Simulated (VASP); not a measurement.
# Pb (P6_3/mmc) in VASP: notebook

The runs below take Pb through single point, with PBE.

Everything below comes from runs of VASP 6.6.1. Logs are shortened: lines on timing, memory, paths and dates and some standing lists are left out, and cuts for length are marked.

**1. The cell of the first run**

The structure is hexagonal, space group P6_3/mmc (No. 194). The conventional cell has a = 4.970 Å, b = 4.970 Å, c = 6.749 Å, α = 90.00°, β = 90.00°, γ = 120.00°. Pb (site symmetry -3m) has 8 Pb at 3.33 to 3.37 Å within 4.4 Å. Within 4.5 Å of Pb (site symmetry -6m2) lie 12 Pb at 3.33 to 4.43 Å.

This isn't the form of Pb at room conditions, which is fcc.

**2. Single point, PBE**

The input, INCAR:

```
SYSTEM = Pb
ALGO = Fast
EDIFF = 1E-6
ENCUT = 520
GGA = PE
ISIF = 2
ISMEAR = 0
LASPH = .True.
LCHARG = .True.
LELF = .True.
LREAL = .False.
LVHAR = .True.
LWAVE = .False.
NBANDS = 36
NELM = 100
PREC = Accurate
SIGMA = 0.1
```

The input, KPOINTS:

```
k-points
0
Gamma
  12 12 6
  0 0 0
```

The input, POSCAR:

```
Pb
1.0
    4.9701982115      0.0000000000      0.0000000000
   -2.4850991057      4.3043179130      0.0000000000
    0.0000000000      0.0000000000      6.7487367226
Pb
4
Direct
    0.0000000000      0.0000000000      0.5000000000
    0.0000000000      0.0000000000      0.0000000000
    0.3333333333      0.6666666667      0.7500000000
    0.6666666667      0.3333333333      0.2500000000
```

Potentials or basis: VASP PAW PBE potentials, release 64 (Pb_d).

Run with:

```bash
$ cat potpaw_PBE.64/Pb_d/POTCAR > POTCAR
$ mpirun -np 1 vasp_std > vasp.out
```

OUTCAR:

```text
SYSTEM = Pb
   EDIFF = 1E-6
   ENCUT = 520
   GGA = PE
   ISIF = 2
   ISMEAR = 0
   LASPH = .True.
   LREAL = .False.
   NELM = 100
   PREC = Accurate

 ion  position               nearest neighbor table
   1  0.000  0.000  0.500-   3 3.33   4 3.33   3 3.33   4 3.33   4 3.33   3 3.33   2 3.37   2 3.37

   2  0.000  0.000  0.000-   3 3.33   4 3.33   3 3.33   4 3.33   4 3.33   3 3.33   1 3.37   1 3.37

   3  0.333  0.667  0.750-   1 3.33   2 3.33   1 3.33   2 3.33   1 3.33   2 3.33
   4  0.667  0.333  0.250-   1 3.33   2 3.33   1 3.33   2 3.33   1 3.33   2 3.33

  LATTYP: Found a hexagonal cell.
 ALAT       =     4.9701982115
 C/A-ratio  =     1.3578405600

  Lattice vectors:

 A1 = (   4.9701982115,   0.0000000000,   0.0000000000)
 A2 = (  -2.4850991057,   4.3043179130,   0.0000000000)
 A3 = (   0.0000000000,   0.0000000000,   6.7487367226)

Analysis of symmetry for initial positions (statically):
=====================================================================
 Subroutine PRICEL returns:
 Original cell was already a primitive cell.

 Routine SETGRP: Setting up the symmetry group for a
 hexagonal supercell.

 Subroutine GETGRP returns: Found 24 space group operations
 (whereof 12 operations were pure point group operations)
 out of a pool of 24 trial point group operations.

The static configuration has the point symmetry D_3d.
 The point group associated with its full space group is D_6h.

Analysis of symmetry for dynamics (positions and initial velocities):
=====================================================================
 Subroutine PRICEL returns:
 Original cell was already a primitive cell.

 Routine SETGRP: Setting up the symmetry group for a
 hexagonal supercell.

 Subroutine GETGRP returns: Found 24 space group operations
 (whereof 12 operations were pure point group operations)
 out of a pool of 24 trial point group operations.

The dynamic configuration has the point symmetry D_3d.
 The point group associated with its full space group is D_6h.

 Subroutine INISYM returns: Found 24 space group operations
 (whereof 12 operations are pure point group operations),
 and found     1 'primitive' translations

----------------------------------------------------------------------------------------

                                     Primitive cell

  volume of cell :     144.3778

  direct lattice vectors                    reciprocal lattice vectors
     4.970198211  0.000000000  0.000000000     0.201199219  0.116162423  0.000000000
    -2.485099106  4.304317913  0.000000000     0.000000000  0.232324847  0.000000000
     0.000000000  0.000000000  6.748736723     0.000000000  0.000000000  0.148175880

  length of vectors
     4.970198211  4.970198211  6.748736723     0.232324847  0.232324847  0.148175880

  position of ions in fractional coordinates (direct lattice)
     0.000000000  0.000000000  0.500000000
     0.000000000  0.000000000  0.000000000
     0.333333333  0.666666667  0.750000000
     0.666666667  0.333333333  0.250000000

  ion indices of the primitive-cell ions
   primitive index   ion index
                 1           1
                 2           2
                 3           3
                 4           4

----------------------------------------------------------------------------------------

 KPOINTS: k-points

Automatic generation of k-mesh.
 Grid dimensions read from file:
 generate k-points for:   12   12    6

 Generating k-lattice:

  Cartesian coordinates                     Fractional coordinates (reciprocal lattice)
     0.016766602  0.009680202  0.000000000     0.083333333  0.000000000  0.000000000
     0.000000000  0.019360404  0.000000000     0.000000000  0.083333333  0.000000000
     0.000000000  0.000000000  0.024695980     0.000000000  0.000000000  0.166666667

  Length of vectors
     0.019360404  0.019360404  0.024695980

  Shift w.r.t. Gamma in fractional coordinates (k-lattice)
     0.000000000  0.000000000  0.000000000

 Subroutine IBZKPT returns following result:
 ===========================================

 Found     76 irreducible k-points:

 Following reciprocal coordinates:
            Coordinates               Weight
  0.000000  0.000000  0.000000      1.000000
  0.083333  0.000000  0.000000      6.000000
  0.166667  0.000000  0.000000      6.000000
  0.250000  0.000000  0.000000      6.000000
  0.333333  0.000000  0.000000      6.000000
  0.416667  0.000000  0.000000      6.000000
[... 16 lines left out ...]
  0.250000  0.000000  0.166667     12.000000
  0.333333  0.000000  0.166667     12.000000
 [... further k-points ...]
   k-points           NKPTS =     76   k-points in BZ     NKDIM =     76   number of bands    NBANDS=     36
   number of dos      NEDOS =    301   number of ions     NIONS =      4
   total plane-waves  NPLWV =  80000
   dimension x,y,z NGX =    40 NGY =   40 NGZ =   50
   dimension x,y,z NGXF=    80 NGYF=   80 NGZF=  100
   ions per type =               4
   NGX,Y,Z   is equivalent  to a cutoff of  13.38, 13.38, 12.32 a.u.
   NGXF,Y,Z  is equivalent  to a cutoff of  26.76, 26.76, 24.63 a.u.
 SYSTEM =  Pb
   PREC   = accura    normal or accurate (medium, high low for compatibility)
   ISTART =      0    job   : 0-new  1-cont  2-samecut
   ICHARG =      2    charge: 1-file 2-atom 10-const
   ISPIN  =      1    spin polarized calculation?
   LNONCOLLINEAR =      F non collinear calculations
   LSORBIT =      F    spin-orbit coupling
   LASPH  =      T    aspherical Exc in radial PAW
   ENCUT  =  520.0 eV  38.22 Ry    6.18 a.u.   9.24  9.24 12.55*2*pi/ulx,y,z
   NELM   =    100;   NELMIN=  2; NELMDL= -5     # of ELM steps
   EDIFF  = 0.1E-05   stopping-criterion for ELM
   LREAL  =      F    real-space projection
   EDIFFG = 0.1E-04   stopping-criterion for IOM
   NSW    =      0    number of steps for IOM
   IBRION =     -1    ionic relax: 0-MD 1-quasi-New 2-CG
   NFREE  =      0    steps in history (QN), initial steepest desc. (CG)
   ISIF   =      2    stress and relaxation
   ISYM   =      2    0-nonsym 1-usesym 2-fastsym
   POTIM  = 0.5000    time-step for ionic-motion
   TEBEG  =    0.0;   TEEND  =   0.0 temperature during run
   PSTRESS=    0.0 pullay stress
   NELECT =      56.0000    total number of electrons
   NUPDOWN=      -1.0000    fix difference up-down
   EMIN   =  10.00;   EMAX   =-10.00  energy-range for DOS
   EFERMI =   0.00;   METHOD = LEGACY
   ISMEAR =     0;   SIGMA  =   0.10  broadening in eV -4-tet -1-fermi 0-gaus
   EFERMI_NEDOS =   21; number of points for ismear=-14 and -15
   IALGO  =     68    algorithm
   IMIX   =      4    mixing-type and parameters
     AMIX     =   0.40;   BMIX     =  1.00
     AMIX_MAG =   1.60;   BMIX_MAG =  1.00
  volume/ion in A,a.u.               =      36.09       243.58
  Fermi-wavevector in a.u.,A,eV,Ry     =   1.193907  2.256158 19.393948  1.425415
  Thomas-Fermi vector in A             =   2.329910
   LORBIT       =      0    0 simple, 1 ext, 2 COOP (PROOUT), +10 PAW based schemes
   GGA     = PE    functional components
   LHFCALC =     F    Hartree Fock is set to
   AEXX    =    0.0000 exact exchange contribution
   IVDW    =     0    specifies the selected vdW correction
   LEPSILON=     F    determine dielectric tensor
   LRPA    =     F    only Hartree local field effects (RPA)
 non-spin polarized calculation
 RMM-DIIS sequential band-by-band and
 Gauss-broadening in eV      SIGMA  =   0.10
  energy-cutoff  :      520.00
  volume of cell :      144.38
 maximum number of plane-waves:      3937
 NGX is ok and might be reduce to    40
   NGX = 19   NGY = 19   NGZ = 25

 number of electron      56.0000011 magnetization

 Free energy of the ion-electron system (eV)
  ---------------------------------------------------
  ext. energy  EPLUGINS =         0.00000000
  ---------------------------------------------------
  free energy    TOTEN  =       -13.69306306 eV

  energy without entropy =      -13.68094244  energy(sigma->0) =      -13.68700275

 E-fermi :   5.4296     XC(G=0):  -9.2085

 val. band max:        5.4292566835   @ k =   0.2500   0.0000   0.1667
 cond. band min:       5.4346937128   @ k =   0.4167   0.0000   0.1667
 fundamental gap:      0.0054370293
 Fermi energy:         5.4296341529

 k-point     1 :       0.0000    0.0000    0.0000
  band No.  band energies     occupation
      1     -11.7426      2.00000
      2     -11.7426      2.00000
      3     -11.7412      2.00000
      4     -11.7412      2.00000
      5     -11.6941      2.00000
      6     -11.5687      2.00000
[... 28 lines left out ...]
     35       9.0028      0.00000
     36      10.5726      0.00000

 k-point     2 :       0.0833    0.0000    0.0000
  band No.  band energies     occupation
      1     -11.7395      2.00000
      2     -11.7379      2.00000
      3     -11.7374      2.00000
      4     -11.7332      2.00000
      5     -11.6917      2.00000
      6     -11.5735      2.00000
[... 28 lines left out ...]
     35       9.0336      0.00000
     36      10.3171      0.00000

 k-point     3 :       0.1667    0.0000    0.0000
  band No.  band energies     occupation
      1     -11.7317      2.00000
      2     -11.7287      2.00000
      3     -11.7224      2.00000
      4     -11.7097      2.00000
      5     -11.6849      2.00000
      6     -11.5852      2.00000
[... 28 lines left out ...]
     35       9.2055      0.00000
     36      10.1736      0.00000

 k-point     4 :       0.2500    0.0000    0.0000
  band No.  band energies     occupation
      1     -11.7223      2.00000
      2     -11.7154      2.00000
      3     -11.6989      2.00000
      4     -11.6763      2.00000
      5     -11.6733      2.00000
      6     -11.5965      2.00000
[... 28 lines left out ...]
     35       9.8488      0.00000
     36      10.4672      0.00000

 k-point     5 :       0.3333    0.0000    0.0000
  band No.  band energies     occupation
      1     -11.7153      2.00000
      2     -11.7010      2.00000
      3     -11.6760      2.00000
      4     -11.6635      2.00000
      5     -11.6290      2.00000
      6     -11.6107      2.00000
[... 655 lines left out ...]
 k-point    22 :       0.1667    0.0000    0.1667
  band No.  band energies     occupation
      1     -11.7331      2.00000
      2     -11.7211      2.00000
      3     -11.7174      2.00000
      4     -11.7019      2.00000
      5     -11.6655      2.00000
      6     -11.6052      2.00000
[... 28 lines left out ...]
     35       9.1657      0.00000
     36      10.0950      0.00000

 k-point    23 :       0.2500    0.0000    0.1667
  band No.  band energies     occupation
      1     -11.7251      2.00000
      2     -11.7070      2.00000
      3     -11.6991      2.00000
      4     -11.6732      2.00000
      5     -11.6510      2.00000
      6     -11.6164      2.00000
[... 28 lines left out ...]
     35       9.8134      0.00000
     36      10.1937      0.00000

 k-point    24 :       0.3333    0.0000    0.1667
  band No.  band energies     occupation
      1     -11.7171      2.00000
      2     -11.6986      2.00000
      3     -11.6732      2.00000
      4     -11.6565      2.00000
      5     -11.6230      2.00000
      6     -11.6160      2.00000
[... 28 lines left out ...]
     35      10.3053      0.00000
     36      10.8401      0.00000

 [... further k-points ...]

------------------------ aborting loop because EDIFF is reached ----------------------------------------

  FORCE on cell =-STRESS in cart. coord.  units (eV):
  Direction    XX          YY          ZZ          XY          YZ          ZX
  --------------------------------------------------------------------------------------
  -------------------------------------------------------------------------------------
  Total       -0.0574291     -0.0574291     -0.0693115     -0.0000000      0.0000000      0.0000000
  in kB       -0.6372971     -0.6372971     -0.7691572     -0.0000000      0.0000000      0.0000000
  external PRESSURE =      -0.6812505 kB  Pullay stress =       0.0000000 kB

 VOLUME and BASIS-vectors are now :
 -----------------------------------------------------------------------------
  energy-cutoff  :      520.00
  volume of cell :      144.38
      direct lattice vectors                 reciprocal lattice vectors
     4.970198211  0.000000000  0.000000000     0.201199219  0.116162423  0.000000000
    -2.485099106  4.304317913  0.000000000     0.000000000  0.232324847  0.000000000
     0.000000000  0.000000000  6.748736723     0.000000000  0.000000000  0.148175880

 POSITION                                       TOTAL-FORCE (eV/Angst)
 -----------------------------------------------------------------------------------
      0.00000      0.00000      3.37437         0.000000      0.000000      0.000000
      0.00000      0.00000      0.00000         0.000000      0.000000      0.000000
     -0.00000      2.86955      5.06155        -0.000000      0.000000     -0.000000
      2.48510      1.43477      1.68718        -0.000000     -0.000000      0.000000
 -----------------------------------------------------------------------------------
    total drift:                                0.000000     -0.000000      0.000000

  FREE ENERGIE OF THE ION-ELECTRON SYSTEM (eV)
  ---------------------------------------------------
  free  energy   TOTEN  =       -13.6930630629 eV

  energy  without entropy=      -13.6809424418  energy(sigma->0) =      -13.68700275
```

Wall time 3.6 min (1 thread of Intel Xeon 6975P-C (Granite Rapids), shared host); peak memory 0.45 GiB.

What came out:

- Free energy: -13.6931 eV
- Pressure: -0.1 GPa
- Band gap on the k mesh: zero (bands 28 and 29 overlap by 2.15 eV)

Caveat: spin-orbit coupling is left out, which moves the levels of the heavy elements.

(Continued in part 2 of 2.)
